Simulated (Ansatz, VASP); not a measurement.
This is a calculation of BiTe for VASP 6.6.1.

Contents of INCAR:

```
ALGO = Normal
EDIFF = 1E-7
ENCUT = 520
GGA = PE
ISIF = 2
ISMEAR = -1
LASPH = True
LCHARG = False
LREAL = False
LWAVE = False
NBANDS = 18
NELM = 60
PREC = Accurate
SIGMA = 0.05
```

KPOINTS

```
k-points
0
Gamma
  7 7 7
```

Contents of POSCAR:

```
BiTe
1.0
    0.0000000000      3.2564244654      3.2564244654
    3.2564244654      0.0000000000      3.2564244654
    3.2564244654      3.2564244654      0.0000000000
Bi Te
1 1
Direct
    0.0000000000      0.0000000000      0.0000000000
    0.5000000000      0.5000000000      0.5000000000
```

Potentials or basis: VASP PAW PBE potentials, release 64 (Bi_d, Te).

Command:

```bash
$ cat potpaw_PBE.64/Bi_d/POTCAR potpaw_PBE.64/Te/POTCAR > POTCAR
$ mpirun -np 1 vasp_std > vasp.out
```

Set up the same calculation for Ansatz 0.2.0. Potentials there: all-electron LAPW, scalar-relativistic.

As run (the cutoff follows the program's own potentials):

File input.yaml:

```yaml
crystal:
  lattice:
    - [0.0, 3.2564244654, 3.2564244654]
    - [3.2564244654, 0.0, 3.2564244654]
    - [3.2564244654, 3.2564244654, 0.0]
  atoms:
    - { symbol: Bi, position: [0.0, 0.0, 0.0] }
    - { symbol: Te, position: [0.5, 0.5, 0.5] }
kpoints:
  mp_grid: { grid: [7, 7, 7] }
scf:
  occupations: { method: fermi_dirac, width: 0.05 }
hamiltonian:
  xc: pbe
  pseudopotentials: { kind: all_electron, lapw: { basis_error: 0.0005 } }
output:
  forces: true
  stress: true
  eigenvalues: true
```

Potentials or basis: all-electron LAPW, scalar-relativistic.

Command:

```bash
$ ansatz run input.yaml --threads 1 --pin off --max-ram 2560MiB --backend cpu --events-out ev --progress --plain --runs-dir out
```

Both were run:

|  | VASP | Ansatz | Ansatz less VASP |
| --- | --- | --- | --- |
| gap on the k mesh at the Fermi level (eV) | none | none | - |
| pressure (GPa) | -0.1 | 0.0 | +0.07 |

A gap of «none» marks a metal or a gap that the smearing closes. Ansatz ran all-electron here, and VASP with PAW potentials.

Spin-orbit coupling is off throughout.
